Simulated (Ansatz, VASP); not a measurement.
**AlN: VASP beside Ansatz**

```xyz
2
Lattice="0.0000 2.1887 2.1887 2.1887 0.0000 2.1887 2.1887 2.1887 0.0000" Properties=species:S:1:pos:R:3 pbc="T T T"
Al    0.0000    0.0000    0.0000
N     1.0943    1.0943    1.0943
```

Alike in both runs: functional PBEsol; k mesh 14 × 14 × 14; occupations fermi-dirac, width 0.1 eV; no spin polarisation.

Ansatz relaxed the structure, and its values are those at the end. VASP's run is a single point on that final structure, the one shown.

|  | VASP | Ansatz |
| --- | --- | --- |
| version | VASP 6.6.1 | Ansatz 0.2.0 |
| potentials or method | VASP PAW PBE potentials, release 64 (Al, N) | PAW with Ansatz's default frozen-core files, scalar-relativistic |
| plane-wave cutoff (eV) | 600 | 420 |
| valence electrons in the cell | 8 | 8 |

|  | VASP | Ansatz | Ansatz less VASP |
| --- | --- | --- | --- |
| pressure (GPa) | -0.1 | 0.0 | +0.18 |

VASP's potentials were made for PBE, not for PBEsol.
